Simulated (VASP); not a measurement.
# SnSe2 (P-3m1) in VASP: further runs

SnSe2 is run at these levels: PBE; tasks: single point.

Program: VASP 6.6.1. These are calculated values, not measurements. Logs are shortened: lines on timing, memory, paths and dates and some standing lists are left out, and cuts for length are marked.

## (1) The cell of the first run

Symmetry: P-3m1, No. 164, trigonal system. Conventional cell: a = 3.697 Å, b = 3.697 Å, c = 6.137 Å, α = 90.00°, β = 90.00°, γ = 120.00°. Sn (site symmetry -3m) has 6 Se at 2.63 Å within 3.5 Å. Se (site symmetry 3m) has 3 Sn at 2.63 Å within 3.5 Å.

## (2) Single point, PBE (strain -0.030 along x and y, +0.000 along z)

File INCAR:

```
SYSTEM = SnSe2
PREC     = Accurate       ! precision mode
ENCUT    = 520            ! plane-wave cutoff, eV
EDIFF    = 1E-7           ! SCF threshold, eV
ISMEAR   = 0              ! smearing method
SIGMA    = 0.05           ! smearing width, eV
LREAL    = .False.        ! projectors in reciprocal space
LASPH    = .True.         ! aspherical terms in the spheres
NELM     = 80             ! most SCF steps
ALGO     = Normal         ! electronic algorithm
ISIF     = 2              ! what is computed and relaxed
LWAVE    = .False.        ! write WAVECAR
LCHARG   = .False.        ! write CHGCAR
GGA      = PE             ! functional
NBANDS   = 20             ! bands
```

File KPOINTS:

```
regular mesh
0
Gamma
  12 12 6
  0 0 0
```

File POSCAR:

```
SnSe2
1.0
    3.6966688181      0.0000000000      0.0000000000
   -1.8483344091      3.2014091059      0.0000000000
    0.0000000000      0.0000000000      6.1370000000
Sn Se
1 2
Direct
    0.0000000000      0.0000000000      0.0000000000
    0.3333333333      0.6666666667      0.2500000000
    0.6666666667      0.3333333333      0.7500000000
```

Potentials or basis: VASP PAW PBE potentials, release 64 (Sn_d, Se).

On the command line:

```
$ cat potpaw_PBE.64/Sn_d/POTCAR potpaw_PBE.64/Se/POTCAR > POTCAR
$ mpirun -np 1 vasp_std > vasp.out
```

OUTCAR:

```text
SYSTEM = SnSe2
   PREC = Accurate
   ENCUT = 520
   EDIFF = 1E-7
   ISMEAR = 0
   LREAL = .False.
   LASPH = .True.
   NELM = 80
   ISIF = 2
   GGA = PE

 ion  position               nearest neighbor table
   1  0.000  0.000  0.000-   2 2.63   3 2.63   3 2.63   2 2.63   3 2.63   2 2.63
   2  0.333  0.667  0.250-   1 2.63   1 2.63   1 2.63
   3  0.667  0.333  0.750-   1 2.63   1 2.63   1 2.63

  LATTYP: Found a hexagonal cell.
 ALAT       =     3.6966688181
 C/A-ratio  =     1.6601433079

  Lattice vectors:

 A1 = (   3.6966688181,   0.0000000000,   0.0000000000)
 A2 = (  -1.8483344091,   3.2014091059,   0.0000000000)
 A3 = (   0.0000000000,   0.0000000000,   6.1370000000)

Analysis of symmetry for initial positions (statically):
=====================================================================
 Subroutine PRICEL returns:
 Original cell was already a primitive cell.

 Routine SETGRP: Setting up the symmetry group for a
 hexagonal supercell.

 Subroutine GETGRP returns: Found 12 space group operations
 (whereof 12 operations were pure point group operations)
 out of a pool of 24 trial point group operations.

The static configuration has the point symmetry D_3d.

Analysis of symmetry for dynamics (positions and initial velocities):
=====================================================================
 Subroutine PRICEL returns:
 Original cell was already a primitive cell.

 Routine SETGRP: Setting up the symmetry group for a
 hexagonal supercell.

 Subroutine GETGRP returns: Found 12 space group operations
 (whereof 12 operations were pure point group operations)
 out of a pool of 24 trial point group operations.

The dynamic configuration has the point symmetry D_3d.

 Subroutine INISYM returns: Found 12 space group operations
 (whereof 12 operations are pure point group operations),
 and found     1 'primitive' translations

----------------------------------------------------------------------------------------

                                     Primitive cell

  volume of cell :      72.6286

  direct lattice vectors                    reciprocal lattice vectors
     3.696668818  0.000000000  0.000000000     0.270513819  0.156181226  0.000000000
    -1.848334409  3.201409106  0.000000000     0.000000000  0.312362453  0.000000000
     0.000000000  0.000000000  6.137000000     0.000000000  0.000000000  0.162946065

  length of vectors
     3.696668818  3.696668818  6.137000000     0.312362453  0.312362453  0.162946065

  position of ions in fractional coordinates (direct lattice)
     0.000000000  0.000000000  0.000000000
     0.333333333  0.666666667  0.250000000
     0.666666667  0.333333333  0.750000000

  ion indices of the primitive-cell ions
   primitive index   ion index
                 1           1
                 2           2
                 3           3

----------------------------------------------------------------------------------------

 KPOINTS: regular mesh

Automatic generation of k-mesh.
 Grid dimensions read from file:
 generate k-points for:   12   12    6

 Generating k-lattice:

  Cartesian coordinates                     Fractional coordinates (reciprocal lattice)
     0.022542818  0.013015102  0.000000000     0.083333333  0.000000000  0.000000000
     0.000000000  0.026030204  0.000000000     0.000000000  0.083333333  0.000000000
     0.000000000  0.000000000  0.027157677     0.000000000  0.000000000  0.166666667

  Length of vectors
     0.026030204  0.026030204  0.027157677

  Shift w.r.t. Gamma in fractional coordinates (k-lattice)
     0.000000000  0.000000000  0.000000000

 Subroutine IBZKPT returns following result:
 ===========================================

 Found    100 irreducible k-points:

 Following reciprocal coordinates:
            Coordinates               Weight
  0.000000  0.000000  0.000000      1.000000
  0.083333  0.000000  0.000000      6.000000
  0.166667  0.000000  0.000000      6.000000
  0.250000  0.000000  0.000000      6.000000
  0.333333 -0.000000  0.000000      6.000000
  0.416667 -0.000000  0.000000      6.000000
[... 16 lines left out ...]
  0.166667  0.000000  0.166667      6.000000
  0.000000  0.166667  0.166667      6.000000
 [... further k-points ...]
   k-points           NKPTS =    100   k-points in BZ     NKDIM =    100   number of bands    NBANDS=     20
   number of dos      NEDOS =    301   number of ions     NIONS =      3
   total plane-waves  NPLWV =  37632
   dimension x,y,z NGX =    28 NGY =   28 NGZ =   48
   dimension x,y,z NGXF=    56 NGYF=   56 NGZF=   96
   ions per type =               1   2
   NGX,Y,Z   is equivalent  to a cutoff of  12.59, 12.59, 13.00 a.u.
   NGXF,Y,Z  is equivalent  to a cutoff of  25.18, 25.18, 26.01 a.u.
 SYSTEM =  SnSe2
   PREC   = accura    normal or accurate (medium, high low for compatibility)
   ISTART =      0    job   : 0-new  1-cont  2-samecut
   ICHARG =      2    charge: 1-file 2-atom 10-const
   ISPIN  =      1    spin polarized calculation?
   LNONCOLLINEAR =      F non collinear calculations
   LSORBIT =      F    spin-orbit coupling
   LASPH  =      T    aspherical Exc in radial PAW
   ENCUT  =  520.0 eV  38.22 Ry    6.18 a.u.   6.87  6.87 11.41*2*pi/ulx,y,z
   NELM   =     80;   NELMIN=  2; NELMDL= -5     # of ELM steps
   EDIFF  = 0.1E-06   stopping-criterion for ELM
   LREAL  =      F    real-space projection
   EDIFFG = 0.1E-05   stopping-criterion for IOM
   NSW    =      0    number of steps for IOM
   IBRION =     -1    ionic relax: 0-MD 1-quasi-New 2-CG
   NFREE  =      0    steps in history (QN), initial steepest desc. (CG)
   ISIF   =      2    stress and relaxation
   ISYM   =      2    0-nonsym 1-usesym 2-fastsym
   POTIM  = 0.5000    time-step for ionic-motion
   TEBEG  =    0.0;   TEEND  =   0.0 temperature during run
   PSTRESS=    0.0 pullay stress
   NELECT =      26.0000    total number of electrons
   NUPDOWN=      -1.0000    fix difference up-down
   EMIN   =  10.00;   EMAX   =-10.00  energy-range for DOS
   EFERMI =   0.00;   METHOD = LEGACY
   ISMEAR =     0;   SIGMA  =   0.05  broadening in eV -4-tet -1-fermi 0-gaus
   EFERMI_NEDOS =   21; number of points for ismear=-14 and -15
   IALGO  =     38    algorithm
   IMIX   =      4    mixing-type and parameters
     AMIX     =   0.40;   BMIX     =  1.00
     AMIX_MAG =   1.60;   BMIX_MAG =  1.00
  volume/ion in A,a.u.               =      24.21       163.37
  Fermi-wavevector in a.u.,A,eV,Ry     =   1.162421  2.196657 18.384490  1.351222
  Thomas-Fermi vector in A             =   2.298982
   LORBIT       =      0    0 simple, 1 ext, 2 COOP (PROOUT), +10 PAW based schemes
   GGA     = PE    functional components
   LHFCALC =     F    Hartree Fock is set to
   AEXX    =    0.0000 exact exchange contribution
   IVDW    =     0    specifies the selected vdW correction
   LEPSILON=     F    determine dielectric tensor
   LRPA    =     F    only Hartree local field effects (RPA)
 non-spin polarized calculation
 Gauss-broadening in eV      SIGMA  =   0.05
  energy-cutoff  :      520.00
  volume of cell :       72.63
 maximum number of plane-waves:      1980
   NGX = 13   NGY = 13   NGZ = 23

 number of electron      26.0000004 magnetization

 Free energy of the ion-electron system (eV)
  ---------------------------------------------------
  ext. energy  EPLUGINS =         0.00000000
  ---------------------------------------------------
  free energy    TOTEN  =       -11.53067346 eV

  energy without entropy =      -11.53067346  energy(sigma->0) =      -11.53067346

 E-fermi :   5.0586     XC(G=0):  -9.7341

 val. band max:        4.8405427852   @ k =   0.1667   0.0000   0.1667
 cond. band min:       5.6234270031   @ k =   0.5000   0.0000   0.3333
 fundamental gap:      0.7828842179
 Fermi energy:         5.0586316046

 k-point     1 :       0.0000    0.0000    0.0000
  band No.  band energies     occupation
      1     -16.5062      2.00000
      2     -16.5062      2.00000
      3     -16.4495      2.00000
      4     -16.4317      2.00000
      5     -16.4317      2.00000
      6      -9.6350      2.00000
[... 12 lines left out ...]
     19      13.9406      0.00000
     20      13.9406      0.00000

 k-point     2 :       0.0833    0.0000    0.0000
  band No.  band energies     occupation
      1     -16.5108      2.00000
      2     -16.5026      2.00000
      3     -16.4467      2.00000
      4     -16.4343      2.00000
      5     -16.4313      2.00000
      6      -9.5565      2.00000
[... 12 lines left out ...]
     19      13.1784      0.00000
     20      14.0364      0.00000

 k-point     3 :       0.1667    0.0000    0.0000
  band No.  band energies     occupation
      1     -16.5244      2.00000
      2     -16.4935      2.00000
      3     -16.4436      2.00000
      4     -16.4358      2.00000
      5     -16.4293      2.00000
      6      -9.3251      2.00000
[... 12 lines left out ...]
     19      13.1611      0.00000
     20      14.2260      0.00000

 k-point     4 :       0.2500    0.0000    0.0000
  band No.  band energies     occupation
      1     -16.5447      2.00000
      2     -16.4839      2.00000
      3     -16.4512      2.00000
      4     -16.4243      2.00000
      5     -16.4237      2.00000
      6      -8.9552      2.00000
[... 12 lines left out ...]
     19      13.2675      0.00000
     20      14.4936      0.00000

 k-point     5 :       0.3333   -0.0000    0.0000
  band No.  band energies     occupation
      1     -16.5659      2.00000
      2     -16.4781      2.00000
      3     -16.4588      2.00000
      4     -16.4142      2.00000
      5     -16.4117      2.00000
      6      -8.4826      2.00000
[... 12 lines left out ...]
     19      14.1155      0.00000
     20      14.6470      0.00000
[... 353 lines left out ...]
      6      -9.5196      2.00000
[... 12 lines left out ...]
     19      13.0675      0.00000
     20      14.0460      0.00000

 k-point    22 :       0.0000    0.0833    0.1667
  band No.  band energies     occupation
      1     -16.5108      2.00000
      2     -16.5026      2.00000
      3     -16.4467      2.00000
      4     -16.4343      2.00000
      5     -16.4313      2.00000
      6      -9.5195      2.00000
[... 12 lines left out ...]
     19      13.0949      0.00000
     20      13.7707      0.00000

 k-point    23 :       0.1667    0.0000    0.1667
  band No.  band energies     occupation
      1     -16.5245      2.00000
      2     -16.4935      2.00000
      3     -16.4436      2.00000
      4     -16.4358      2.00000
      5     -16.4293      2.00000
      6      -9.2889      2.00000
[... 12 lines left out ...]
     19      13.4340      0.00000
     20      13.7940      0.00000

 k-point    24 :       0.0000    0.1667    0.1667
  band No.  band energies     occupation
      1     -16.5245      2.00000
      2     -16.4935      2.00000
      3     -16.4437      2.00000
      4     -16.4357      2.00000
      5     -16.4293      2.00000
      6      -9.2883      2.00000
[... 12 lines left out ...]
     19      12.9354      0.00000
     20      13.9622      0.00000

 [... further k-points ...]

------------------------ aborting loop because EDIFF is reached ----------------------------------------

  FORCE on cell =-STRESS in cart. coord.  units (eV):
  Direction    XX          YY          ZZ          XY          YZ          ZX
  --------------------------------------------------------------------------------------
  -------------------------------------------------------------------------------------
  Total        5.1501653      5.1501653      4.8340127     -0.0000000      0.0000000     -0.0000000
  in kB      113.6119230    113.6119230    106.6376411     -0.0000000      0.0000000     -0.0000000
  external PRESSURE =     111.2871623 kB  Pullay stress =       0.0000000 kB

 VOLUME and BASIS-vectors are now :
 -----------------------------------------------------------------------------
  energy-cutoff  :      520.00
  volume of cell :       72.63
      direct lattice vectors                 reciprocal lattice vectors
     3.696668818  0.000000000  0.000000000     0.270513819  0.156181226  0.000000000
    -1.848334409  3.201409106  0.000000000     0.000000000  0.312362453  0.000000000
     0.000000000  0.000000000  6.137000000     0.000000000  0.000000000  0.162946065

 POSITION                                       TOTAL-FORCE (eV/Angst)
 -----------------------------------------------------------------------------------
      0.00000      0.00000      0.00000        -0.000000      0.000000     -0.000000
     -0.00000      2.13427      1.53425        -0.000000      0.000000      1.241911
      1.84833      1.06714      4.60275         0.000000     -0.000000     -1.241911
 -----------------------------------------------------------------------------------
    total drift:                               -0.000000     -0.000000     -0.000000

  FREE ENERGIE OF THE ION-ELECTRON SYSTEM (eV)
  ---------------------------------------------------
  free  energy   TOTEN  =       -11.5306734568 eV

  energy  without entropy=      -11.5306734568  energy(sigma->0) =      -11.53067346
```

Run time: 90 s. Hardware: 1 thread of AMD EPYC 9R45 (Zen 5), shared host; peak memory 0.25 GiB.

What came out:

| Item | Value |
| --- | --- |
| Free energy | -11.5307 eV |
| Pressure | 11.1 GPa |
| Largest force | 1.242 eV/Å |
| Band gap on the k mesh | 0.78 eV, indirect (least direct gap 1.38 eV) |

Forces in eV/Å, atoms in the order of the input:
```
Sn   0.000  0.000  0.000
Se   0.000  0.000  1.242
Se   0.000  0.000 -1.242
```

Stress tensor (GPa, compression positive):
```
11.36  0.00  0.00
 0.00 11.36  0.00
 0.00  0.00 10.66
```

Caveat: the cell differs from its parent crystal (strain -0.030 along x and y, +0.000 along z); spin-orbit coupling is left out, which moves the levels of the heavy elements; this functional lacks dispersion, which binds the layers, so the pressure and a relaxed spacing across them are unreliable; forces of over 1 eV/Å act on the atoms, so gaps and moduli don't describe the material at rest.

(Part 1 of 2 ends here.)
